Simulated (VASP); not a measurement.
# Si (Immm) in VASP: single point with PBE

Aim: the single point of Si with PBE.

All numbers are computed with VASP 6.6.1; they aren't measurements. Logs are shortened: lines on timing, memory, paths and dates and some standing lists are left out, and cuts for length are marked.

**1. The cell of the first run**

The typed cell holds 1 atom: a = 2.688 Å, b = 2.688 Å, c = 2.688 Å, α = 120.77°, β = 104.15°, γ = 104.12°.

The cell was generated, and may not be a known phase.

**2. Single point, PBE**

File INCAR:

```
PREC = Accurate
ENCUT = 520
EDIFF = 1E-7
ISMEAR = 0
SIGMA = 0.1
LREAL = False
LASPH = True
NELM = 80
ALGO = Normal
ISIF = 2
LWAVE = False
LCHARG = False
GGA = PE
NBANDS = 8
```

File KPOINTS:

```
Automatic mesh
0
Gamma
  28 28 28
```

File POSCAR:

```
Si
1.0
   -1.3282011189      1.6520011416      1.6525658311
    1.3282011189     -1.6520011416      1.6525658311
    1.3282011189      1.6520011416     -1.6525658311
Si
1
Direct
    0.0000000000      0.0000000000      0.0000000000
```

Potentials or basis: VASP PAW PBE potentials, release 64 (Si).

Started as:

```bash
$ cat potpaw_PBE.64/Si/POTCAR > POTCAR
$ mpirun -np 1 vasp_std > vasp.out
```

OUTCAR:

```text
PREC = Accurate
   ENCUT = 520
   EDIFF = 1E-7
   ISMEAR = 0
   LREAL = False
   LASPH = True
   NELM = 80
   ISIF = 2
   GGA = PE

 ion  position               nearest neighbor table
   1  0.000  0.000  0.000-

  LATTYP: Found a body centered orthorhombic cell.
 ALAT       =     2.6564022378
 B/A-ratio  =     1.2437883978
 C/A-ratio  =     1.2442135514

  Lattice vectors:

 A1 = (  -1.3282011189,   1.6520011416,   1.6525658311)
 A2 = (   1.3282011189,  -1.6520011416,   1.6525658311)
 A3 = (   1.3282011189,   1.6520011416,  -1.6525658311)

Analysis of symmetry for initial positions (statically):
=====================================================================
 Subroutine PRICEL returns:
 Original cell was already a primitive cell.

 Routine SETGRP: Setting up the symmetry group for a
 body centered orthorhombic supercell.

 Subroutine GETGRP returns: Found  8 space group operations
 (whereof  8 operations were pure point group operations)
 out of a pool of  8 trial point group operations.

The static configuration has the point symmetry D_2h.

Analysis of symmetry for dynamics (positions and initial velocities):
=====================================================================
 Subroutine PRICEL returns:
 Original cell was already a primitive cell.

 Routine SETGRP: Setting up the symmetry group for a
 body centered orthorhombic supercell.

 Subroutine GETGRP returns: Found  8 space group operations
 (whereof  8 operations were pure point group operations)
 out of a pool of  8 trial point group operations.

The dynamic configuration has the point symmetry D_2h.

 Subroutine INISYM returns: Found  8 space group operations
 (whereof  8 operations are pure point group operations),
 and found     1 'primitive' translations

----------------------------------------------------------------------------------------

                                     Primitive cell

  volume of cell :      14.5042

  direct lattice vectors                    reciprocal lattice vectors
    -1.328201119  1.652001142  1.652565831     0.000000000  0.302663229  0.302559808
     1.328201119 -1.652001142  1.652565831     0.376449013  0.000000000  0.302559808
     1.328201119  1.652001142 -1.652565831     0.376449013  0.302663229  0.000000000

  length of vectors
     2.687787159  2.687787159  2.687787159     0.427957320  0.482966144  0.483030941

  position of ions in fractional coordinates (direct lattice)
     0.000000000  0.000000000  0.000000000

  ion indices of the primitive-cell ions
   primitive index   ion index
                 1           1

----------------------------------------------------------------------------------------

 KPOINTS: Automatic mesh

Automatic generation of k-mesh.
 Grid dimensions read from file:
 generate k-points for:   28   28   28

 Generating k-lattice:

  Cartesian coordinates                     Fractional coordinates (reciprocal lattice)
     0.000000000  0.010809401  0.010805707     0.035714286  0.000000000  0.000000000
     0.013444608  0.000000000  0.010805707     0.000000000  0.035714286  0.000000000
     0.013444608  0.010809401  0.000000000     0.000000000  0.000000000  0.035714286

  Length of vectors
     0.015284190  0.017248791  0.017251105

  Shift w.r.t. Gamma in fractional coordinates (k-lattice)
     0.000000000  0.000000000  0.000000000

 Subroutine IBZKPT returns following result:
 ===========================================

 Found   3060 irreducible k-points:

 Following reciprocal coordinates:
            Coordinates               Weight
  0.000000  0.000000  0.000000      1.000000
  0.035714 -0.000000  0.000000      4.000000
  0.071429 -0.000000  0.000000      4.000000
  0.107143 -0.000000  0.000000      4.000000
  0.142857 -0.000000  0.000000      4.000000
  0.178571 -0.000000  0.000000      4.000000
[... 16 lines left out ...]
  0.250000  0.035714  0.000000      8.000000
  0.285714  0.035714  0.000000      8.000000
 [... further k-points ...]
   k-points           NKPTS =   3060   k-points in BZ     NKDIM =   3060   number of bands    NBANDS=      8
   number of dos      NEDOS =    301   number of ions     NIONS =      1
   total plane-waves  NPLWV =   8000
   dimension x,y,z NGX =    20 NGY =   20 NGZ =   20
   dimension x,y,z NGXF=    40 NGYF=   40 NGZF=   40
   ions per type =               1
   NGX,Y,Z   is equivalent  to a cutoff of  12.37, 12.37, 12.37 a.u.
   NGXF,Y,Z  is equivalent  to a cutoff of  24.74, 24.74, 24.74 a.u.
 SYSTEM =  unknown system
   PREC   = accura    normal or accurate (medium, high low for compatibility)
   ISTART =      0    job   : 0-new  1-cont  2-samecut
   ICHARG =      2    charge: 1-file 2-atom 10-const
   ISPIN  =      1    spin polarized calculation?
   LNONCOLLINEAR =      F non collinear calculations
   LSORBIT =      F    spin-orbit coupling
   LASPH  =      T    aspherical Exc in radial PAW
   ENCUT  =  520.0 eV  38.22 Ry    6.18 a.u.   5.00  5.00  5.00*2*pi/ulx,y,z
   NELM   =     80;   NELMIN=  2; NELMDL= -5     # of ELM steps
   EDIFF  = 0.1E-06   stopping-criterion for ELM
   LREAL  =      F    real-space projection
   EDIFFG = 0.1E-05   stopping-criterion for IOM
   NSW    =      0    number of steps for IOM
   IBRION =     -1    ionic relax: 0-MD 1-quasi-New 2-CG
   NFREE  =      0    steps in history (QN), initial steepest desc. (CG)
   ISIF   =      2    stress and relaxation
   ISYM   =      2    0-nonsym 1-usesym 2-fastsym
   POTIM  = 0.5000    time-step for ionic-motion
   TEBEG  =    0.0;   TEEND  =   0.0 temperature during run
   PSTRESS=    0.0 pullay stress
   NELECT =       4.0000    total number of electrons
   NUPDOWN=      -1.0000    fix difference up-down
   EMIN   =  10.00;   EMAX   =-10.00  energy-range for DOS
   EFERMI =   0.00;   METHOD = LEGACY
   ISMEAR =     0;   SIGMA  =   0.10  broadening in eV -4-tet -1-fermi 0-gaus
   EFERMI_NEDOS =   21; number of points for ismear=-14 and -15
   IALGO  =     38    algorithm
   IMIX   =      4    mixing-type and parameters
     AMIX     =   0.40;   BMIX     =  1.00
     AMIX_MAG =   1.60;   BMIX_MAG =  1.00
  volume/ion in A,a.u.               =      14.50        97.88
  Fermi-wavevector in a.u.,A,eV,Ry     =   1.065607  2.013706 15.449672  1.135519
  Thomas-Fermi vector in A             =   2.201164
   LORBIT       =      0    0 simple, 1 ext, 2 COOP (PROOUT), +10 PAW based schemes
   GGA     = PE    functional components
   LHFCALC =     F    Hartree Fock is set to
   AEXX    =    0.0000 exact exchange contribution
   IVDW    =     0    specifies the selected vdW correction
   LEPSILON=     F    determine dielectric tensor
   LRPA    =     F    only Hartree local field effects (RPA)
 non-spin polarized calculation
 Gauss-broadening in eV      SIGMA  =   0.10
  energy-cutoff  :      520.00
  volume of cell :       14.50
 maximum number of plane-waves:       417
   NGX =  9   NGY =  9   NGZ =  9

 number of electron       4.0000000 magnetization

 Free energy of the ion-electron system (eV)
  ---------------------------------------------------
  ext. energy  EPLUGINS =         0.00000000
  ---------------------------------------------------
  free energy    TOTEN  =        -4.94070218 eV

  energy without entropy =       -4.93847580  energy(sigma->0) =       -4.93958899

 E-fermi :  10.0734     XC(G=0): -11.1724

 val. band max:       10.0706432287   @ k =   0.1786   0.4643   0.1429
 cond. band min:      10.0756000242   @ k =  -0.3214   0.3214   0.2500
 fundamental gap:      0.0049567955
 Fermi energy:        10.0733737149

 k-point     1 :       0.0000    0.0000    0.0000
  band No.  band energies     occupation
      1      -4.3197      2.00000
      2      19.4594      0.00000
      3      19.7585      0.00000
      4      19.7599      0.00000
      5      22.7673      0.00000
      6      23.5764      0.00000
      7      25.2611      0.00000
      8      25.2674      0.00000

 k-point     2 :       0.0357   -0.0000    0.0000
  band No.  band energies     occupation
      1      -4.2859      2.00000
      2      18.3748      0.00000
      3      19.7802      0.00000
      4      20.5877      0.00000
      5      22.9271      0.00000
      6      23.3053      0.00000
      7      25.1827      0.00000
      8      25.5901      0.00000

 k-point     3 :       0.0714   -0.0000    0.0000
  band No.  band energies     occupation
      1      -4.1846      2.00000
      2      17.0275      0.00000
      3      19.8428      0.00000
      4      21.1942      0.00000
      5      22.7741      0.00000
      6      23.3583      0.00000
      7      24.9556      0.00000
      8      26.2850      0.00000

 k-point     4 :       0.1071   -0.0000    0.0000
  band No.  band energies     occupation
      1      -4.0160      2.00000
      2      15.6266      0.00000
      3      19.9450      0.00000
      4      21.5351      0.00000
      5      22.2087      0.00000
      6      23.8622      0.00000
      7      24.6244      0.00000
      8      27.1222      0.00000

 k-point     5 :       0.1429   -0.0000    0.0000
  band No.  band energies     occupation
      1      -3.7802      2.00000
      2      14.2166      0.00000
      3      20.0837      0.00000
      4      21.6678      0.00000
      5      21.7532      0.00000
      6      24.2344      0.00000
      7      24.2613      0.00000
      8      27.5626      0.00000

 k-point     6 :       0.1786   -0.0000    0.0000
  band No.  band energies     occupation
      1      -3.4776      2.00000
      2      12.8222      0.00000
      3      20.2538      0.00000
      4      21.1686      0.00000
      5      21.9113      0.00000
      6      23.8228      0.00000
      7      24.5391      0.00000
      8      27.0589      0.00000

 k-point     7 :       0.2143   -0.0000    0.0000
  band No.  band energies     occupation
      1      -3.1086      2.00000
      2      11.4581      0.00000
      3      20.4481      0.00000
      4      20.7176      0.00000
      5      22.0191      0.00000
      6      23.4163      0.00000
      7      24.7643      0.00000
      8      26.6407      0.00000

 k-point     8 :       0.2500   -0.0000    0.0000
  band No.  band energies     occupation
      1      -2.6740      2.00000
      2      10.1339      0.39182
      3      20.3176      0.00000
      4      20.6565      0.00000
      5      22.0708      0.00000
      6      23.0333      0.00000
      7      25.0105      0.00000
      8      26.3181      0.00000

 k-point     9 :       0.2857   -0.0000    0.0000
  band No.  band energies     occupation
      1      -2.1746      2.00000
      2       8.8563      2.00000
      3      19.9700      0.00000
      4      20.8659      0.00000
      5      22.0668      0.00000
      6      22.6859      0.00000
      7      25.3240      0.00000
      8      26.1028      0.00000

 k-point    10 :       0.3214   -0.0000    0.0000
  band No.  band energies     occupation
      1      -1.6117      2.00000
      2       7.6304      2.00000
      3      19.6753      0.00000
      4      21.0615      0.00000
      5      22.0200      0.00000
      6      22.3824      0.00000
      7      25.7191      0.00000
      8      26.0072      0.00000
[... 78 lines left out ...]
 k-point    18 :       0.0714    0.0357    0.0000
  band No.  band energies     occupation
      1      -4.0740      2.00000
      2      16.3449      0.00000
      3      19.6391      0.00000
      4      21.5309      0.00000
      5      22.0511      0.00000
      6      24.0155      0.00000
      7      24.5511      0.00000
      8      26.4490      0.00000

 k-point    19 :       0.1071    0.0357    0.0000
  band No.  band energies     occupation
      1      -3.8718      2.00000
      2      14.9449      0.00000
      3      19.7590      0.00000
      4      21.2945      0.00000
      5      22.0953      0.00000
      6      24.1494      0.00000
      7      24.3931      0.00000
      8      27.3583      0.00000

 k-point    20 :       0.1429    0.0357    0.0000
  band No.  band energies     occupation
      1      -3.6025      2.00000
      2      13.5444      0.00000
      3      19.9145      0.00000
      4      20.8525      0.00000
      5      22.2369      0.00000
      6      23.7581      0.00000
      7      24.6687      0.00000
      8      27.7108      0.00000

 k-point    21 :       0.1786    0.0357    0.0000
  band No.  band energies     occupation
      1      -3.2668      2.00000
      2      12.1657      0.00000
      3      20.0944      0.00000
      4      20.4107      0.00000
      5      22.3415      0.00000
      6      23.3769      0.00000
      7      24.8866      0.00000
      8      27.2804      0.00000

 k-point    22 :       0.2143    0.0357    0.0000
  band No.  band energies     occupation
      1      -2.8650      2.00000
      2      10.8217      0.00000
      3      19.9983      0.00000
      4      20.2882      0.00000
      5      22.3868      0.00000
      6      23.0467      0.00000
      7      25.1002      0.00000
      8      26.9093      0.00000

 k-point    23 :       0.2500    0.0357    0.0000
  band No.  band energies     occupation
      1      -2.3979      2.00000
      2       9.5208      2.00000
      3      19.6336      0.00000
      4      20.4657      0.00000
      5      22.3656      0.00000
      6      22.7949      0.00000
      7      25.3594      0.00000
      8      26.6199      0.00000

 k-point    24 :       0.2857    0.0357    0.0000
  band No.  band energies     occupation
      1      -1.8667      2.00000
      2       8.2689      2.00000
      3      19.3166      0.00000
      4      20.6020      0.00000
      5      22.3077      0.00000
      6      22.6247      0.00000
      7      25.6727      0.00000
      8      26.4427      0.00000

 [... further k-points ...]

------------------------ aborting loop because EDIFF is reached ----------------------------------------

  FORCE on cell =-STRESS in cart. coord.  units (eV):
  Direction    XX          YY          ZZ          XY          YZ          ZX
  --------------------------------------------------------------------------------------
  -------------------------------------------------------------------------------------
  Total       -0.0069270     -0.0002757     -0.0029058      0.0000000      0.0000000      0.0000000
  in kB       -0.7651827     -0.0304542     -0.3209857      0.0000000      0.0000000      0.0000000
  external PRESSURE =      -0.3722075 kB  Pullay stress =       0.0000000 kB

 VOLUME and BASIS-vectors are now :
 -----------------------------------------------------------------------------
  energy-cutoff  :      520.00
  volume of cell :       14.50
      direct lattice vectors                 reciprocal lattice vectors
    -1.328201119  1.652001142  1.652565831     0.000000000  0.302663229  0.302559808
     1.328201119 -1.652001142  1.652565831     0.376449013  0.000000000  0.302559808
     1.328201119  1.652001142 -1.652565831     0.376449013  0.302663229  0.000000000

 POSITION                                       TOTAL-FORCE (eV/Angst)
 -----------------------------------------------------------------------------------
      0.00000      0.00000      0.00000         0.000000      0.000000     -0.000000
 -----------------------------------------------------------------------------------
    total drift:                                0.000000      0.000000     -0.000000

  FREE ENERGIE OF THE ION-ELECTRON SYSTEM (eV)
  ---------------------------------------------------
  free  energy   TOTEN  =        -4.9407021810 eV

  energy  without entropy=       -4.9384757995  energy(sigma->0) =       -4.93958899
```

It took 3.8 min on 1 thread of Intel Xeon Platinum 8488C (Sapphire Rapids), shared host; peak memory 0.39 GiB.

What came out:

```
Free energy            : -4.9407 eV
Pressure               : 0.0 GPa
Band gap on the k mesh : zero (bands 2 and 3 overlap by 13.03 eV)
```
